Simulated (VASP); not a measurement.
A run of VASP 6.6.1:

Contents of INCAR:

```
  PREC = Accurate
  ENCUT = 600
  EDIFF = 1E-6
  ISMEAR = -4
  SIGMA = 0.05
  LREAL = False
  LASPH = True
  NELM = 120
  ALGO = Normal
  ISIF = 2
  LWAVE = False
  LCHARG = False
  GGA = PE
  NBANDS = 12
  GGA_COMPAT = False
```

File KPOINTS:

```
regular mesh
0
Gamma
  6 6 6
```

POSCAR

```
Cu
1.0
    0.0000000000      1.8050000000      1.8050000000
    1.8050000000      0.0000000000      1.8050000000
    1.8050000000      1.8050000000      0.0000000000
Cu
1
Direct
    0.0000000000      0.0000000000      0.0000000000
```

Potentials or basis: VASP PAW PBE potentials, release 64 (Cu).

Command:

```sh
$ cat potpaw_PBE.64/Cu/POTCAR > POTCAR
$ mpirun -np 1 vasp_std > vasp.out
```

Hardware: 1 thread of Intel Xeon 8259CL (shared host).

Task: How long does it take, and how much memory?

Result: Run time: 7 s on 1 thread of Intel Xeon 8259CL (shared host), peak memory 0.12 GiB. Counts: scf iterations 12, k points 16.
